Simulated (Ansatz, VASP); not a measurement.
**Mo3As in VASP and in Ansatz**

```
CELL_PARAMETERS angstrom
5.45456 0.00000 0.00000
-2.72728 4.72379 0.00000
0.00000 0.00000 4.77632
ATOMIC_POSITIONS crystal
Mo 0.83313 0.66626 0.25000
Mo 0.16687 0.83313 0.75000
Mo 0.66626 0.83313 0.75000
Mo 0.33374 0.16687 0.25000
Mo 0.83313 0.16687 0.25000
Mo 0.16687 0.33374 0.75000
As 0.33333 0.66667 0.25000
As 0.66667 0.33333 0.75000
```

Change from the starting cell: species swapped into the MoRh3 type (P6_3/mmc, No. 194).

Alike in both runs: functional PBE; k mesh 12 × 12 × 8; occupations gaussian, width 0.1 eV; no spin polarisation.

Ansatz relaxed the structure, and its values are those at the end. VASP's run is a single point on that final structure, the one shown.

|  | VASP | Ansatz |
| --- | --- | --- |
| version | VASP 6.6.1 | Ansatz 0.2.0 |
| potentials or method | VASP PAW PBE potentials, release 64 (Mo_sv, As), cutoff 520 eV | scalar-relativistic, plane waves, PAW |
| valence electrons in the cell | 94 | 114 |

```tsv
	VASP	Ansatz	Ansatz less VASP
gap on the k mesh at the Fermi level (eV)	none	none	-
pressure (GPa)	0.5	0.0	-0.49
```

A gap of «none» marks a metal or a gap that the smearing closes. VASP's potentials hold 94 valence electrons a cell and Ansatz's 114, so a difference there can come from the potentials and not from the codes.
